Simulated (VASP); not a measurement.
# TiBH (P6/mmm) in VASP: notebook, part 2 of 2

VASP 6.6.1. Earlier steps stand in the parts before.

**4. Relaxation of cell and atoms, PBE**

This run uses another cell than the first one, of 8.25 Å³/atom.

Input file INCAR:

```
SYSTEM = TiBH
PREC = Accurate
ENCUT = 600
EDIFF = 1E-6
ISMEAR = 0
SIGMA = 0.1
LREAL = .False.
LASPH = .True.
NELM = 60
ALGO = Normal
ISIF = 3
LWAVE = .False.
LCHARG = .False.
GGA = PE
IBRION = 2
NSW = 90
EDIFFG = -0.04
```

Input file KPOINTS:

```
Automatic mesh
0
Gamma
  6 6 4
  0 0 0
```

Input file POSCAR:

```
TiBH
1.0
    3.4026812800      0.0000000000      0.0000000000
   -1.7013406400      2.9468084300      0.0000000000
    0.0000000000      0.0000000000      4.9359889800
Ti B H
2 2 2
Direct
    0.0000000000      0.0000000000      0.7422958700
    0.0000000000      0.0000000000      0.2577041300
    0.3333333300      0.6666666700      0.0000000000
    0.6666666700      0.3333333300      0.0000000000
    0.3333333300      0.6666666700      0.5000000000
    0.6666666700      0.3333333300      0.5000000000
```

Potentials or basis: VASP PAW PBE potentials, release 64 (Ti_sv, B, H).

Command:

```sh
$ cat potpaw_PBE.64/Ti_sv/POTCAR potpaw_PBE.64/B/POTCAR potpaw_PBE.64/H/POTCAR > POTCAR
$ mpirun -np 1 vasp_std > vasp.out
```

OUTCAR:

```text
SYSTEM = TiBH
   PREC = Accurate
   ENCUT = 600
   EDIFF = 1E-6
   ISMEAR = 0
   LREAL = .False.
   LASPH = .True.
   NELM = 60
   ISIF = 3
   GGA = PE
   IBRION = 2
   NSW = 90
   EDIFFG = -0.04

 ion  position               nearest neighbor table
   1  0.000  0.000  0.742-   3 2.34   4 2.34   4 2.34   3 2.34   4 2.34   3 2.34   2 2.39   2 2.54

   2  0.000  0.000  0.258-   3 2.34   4 2.34   4 2.34   3 2.34   4 2.34   3 2.34   1 2.39   1 2.54

   3  0.333  0.667  0.000-   4 1.96   4 1.96   4 1.96   1 2.34   2 2.34   2 2.34   1 2.34   2 2.34
                             1 2.34
   4  0.667  0.333  0.000-   3 1.96   3 1.96   3 1.96   1 2.34   2 2.34   1 2.34   2 2.34   1 2.34
                             2 2.34
   5  0.333  0.667  0.500-
   6  0.667  0.333  0.500-
[... 197 lines left out ...]
  --------------------------------------------------------------------------------------
  -------------------------------------------------------------------------------------
  Total       -9.3310635     -9.3310635     13.7525077     -0.0000000      0.0000000      0.0000000
  in kB     -302.0608028   -302.0608029    445.1897133     -0.0000000      0.0000000      0.0000000
  external PRESSURE =     -52.9772975 kB  Pullay stress =       0.0000000 kB
[... 267 lines left out ...]
--------------------------------------- Ionic step        8  -------------------------------------------

 number of electron      32.0000006 magnetization

 Free energy of the ion-electron system (eV)
  ---------------------------------------------------
  ext. energy  EPLUGINS =         0.00000000
  ---------------------------------------------------
  free energy    TOTEN  =       -38.66476109 eV

  energy without entropy =      -38.64533615  energy(sigma->0) =      -38.65504862

 E-fermi :   9.3967     XC(G=0): -12.2806

 val. band max:        9.3780481285   @ k =   0.1667   0.1667   0.5000
 cond. band min:       9.4441473866   @ k =   0.0000   0.0000   0.5000
 fundamental gap:      0.0660992581
 Fermi energy:         9.3967496146

 k-point     1 :       0.0000    0.0000    0.0000
  band No.  band energies     occupation
      1     -47.6958      2.00000
      2     -47.6400      2.00000
      3     -24.2224      2.00000
      4     -23.8203      2.00000
      5     -23.8203      2.00000
      6     -23.7759      2.00000
[... 505 lines left out ...]
  FREE ENERGIE OF THE ION-ELECTRON SYSTEM (eV)
  ---------------------------------------------------
  free  energy   TOTEN  =       -38.6647610932 eV

  energy  without entropy=      -38.6453361503  energy(sigma->0) =      -38.65504862

 reached required accuracy - stopping structural energy minimisation
```

CONTCAR:

```text
TiBH
   1.00000000000000
     3.0507813436855575   -0.0000000000000000   -0.0000000000000000
    -1.5253906718427788    2.6420541453918998    0.0000000000000000
    -0.0000000000000000    0.0000000000000000    5.8254494658096867
  Ti              B               H
     2     2     2
Direct
     0.0000000000000000    0.0000000000000000    0.7347304996714189
     0.0000000000000000    0.0000000000000000    0.2652695003285810
     0.3333333300000021    0.6666666699999979    0.0000000000000000
     0.6666666699999979    0.3333333300000021    0.0000000000000000
     0.3333333300000021    0.6666666699999979    0.5000000000000000
     0.6666666699999979    0.3333333300000021    0.5000000000000000

  0.00000000E+00  0.00000000E+00  0.00000000E+00
  0.00000000E+00  0.00000000E+00  0.00000000E+00
  0.00000000E+00  0.00000000E+00  0.00000000E+00
  0.00000000E+00  0.00000000E+00  0.00000000E+00
  0.00000000E+00  0.00000000E+00  0.00000000E+00
  0.00000000E+00  0.00000000E+00  0.00000000E+00
```

Wall time 78 s (1 thread of Intel Xeon 6975P-C (Granite Rapids), shared host); peak memory 0.19 GiB.

Results:

```yaml
Free_energy: -38.6648 eV
Relaxed_volume: 7.83 Å³/atom
Relaxed_cell: a = 3.051 Å, b = 3.051 Å, c = 5.825 Å, α = 90.00°, β = 90.00°, γ = 120.00°
Space_group_after_relaxing_to_0.1_Å: P6/mmm (No. 191)
Energy_gained_by_relaxing: 371.1 meV/atom
Ionic_steps: 8
Pressure_after_relaxing: -0.1 GPa
Largest_force_after_relaxing: 0.036 eV/Å
Band_gap_on_the_k_mesh: zero (bands 16 and 17 overlap by 0.20 eV)
```

Forces on the atoms (eV/Å):
```
Ti   0.000  0.000 -0.036
Ti   0.000  0.000  0.036
B    0.000  0.000  0.000
B    0.000  0.000  0.000
H    0.000  0.000  0.000
H    0.000  0.000  0.000
```

Stress tensor (GPa, compression positive):
```
-0.17  0.00  0.00
 0.00 -0.17  0.00
 0.00  0.00  0.12
```

Step by step:
| step | energy change (eV) | largest force (eV/Å) | pressure (GPa) | volume (Å³) |
| --- | --- | --- | --- | --- |
| 1 | 0.0000 | 0.1817 | -5.30 | 49.49 |
| 2 | -1.9873 | 0.4313 | 0.33 | 47.03 |
| 3 | -2.1746 | 0.5937 | 5.64 | 45.87 |
| 4 | -2.1762 | 0.6514 | 6.97 | 45.62 |
| 5 | -2.2130 | 0.1297 | -4.20 | 47.95 |
| 6 | -2.2253 | 0.1123 | -0.73 | 47.15 |
| 7 | -2.2253 | 0.1220 | -0.57 | 47.12 |
| 8 | -2.2268 | 0.0355 | -0.07 | 46.96 |

Final structure:
```yaml
crystal:
  lattice:
    - [3.05078, 0.00000, 0.00000]
    - [-1.52539, 2.64205, 0.00000]
    - [0.00000, 0.00000, 5.82545]
  atoms:
    - { symbol: Ti, position: [0.00000, 0.00000, 0.73473] }
    - { symbol: Ti, position: [0.00000, 0.00000, 0.26527] }
    - { symbol: B, position: [0.33333, 0.66667, 0.00000] }
    - { symbol: B, position: [0.66667, 0.33333, 0.00000] }
    - { symbol: H, position: [0.33333, 0.66667, 0.50000] }
    - { symbol: H, position: [0.66667, 0.33333, 0.50000] }
```

Caveat: a cell axis changed by over 15 % at a fixed basis, so the end point is rough.

**5. The runs side by side**

| task | cell | cutoff (eV) | gap on the mesh (eV) | pressure (GPa) | largest force (eV/Å) |
| --- | --- | --- | --- | --- | --- |
| single point | a = 3.048, b = 3.048, c = 5.829 Å, angles 90.0, 90.0, 120.0°, 6 atoms, atomic positions A | 520 | none | 0.1 | 0.01 |
| single point | a = 3.403, b = 3.403, c = 4.936 Å, angles 90.0, 90.0, 120.0°, 6 atoms, atomic positions B | 520 | none | -5.3 | 0.18 |
| relaxation of cell and atoms | relaxed from a = 3.403, b = 3.403, c = 4.936 Å, angles 90.0, 90.0, 120.0°, 6 atoms, atomic positions B | 600 | none | -0.1 | 0.04 |

Alike in all rows: level PBE; potentials or basis VASP PAW PBE potentials, release 64 (Ti_sv, B, H); no spin polarisation; k mesh 6 × 6 × 4; smearing gaussian 0.1 eV.

Caveats: some runs use coarse meshes; the stress differs along the axes, from -30 to 44 GPa (at least some runs); a cell axis changed by over 15 % at a fixed basis, so the end point is rough (at least some runs).

Total energies depend on the potentials used, so only differences within one code and one set of settings carry meaning.

The gap in the log of VASP goes by the Fermi energy; the results here count the filled bands.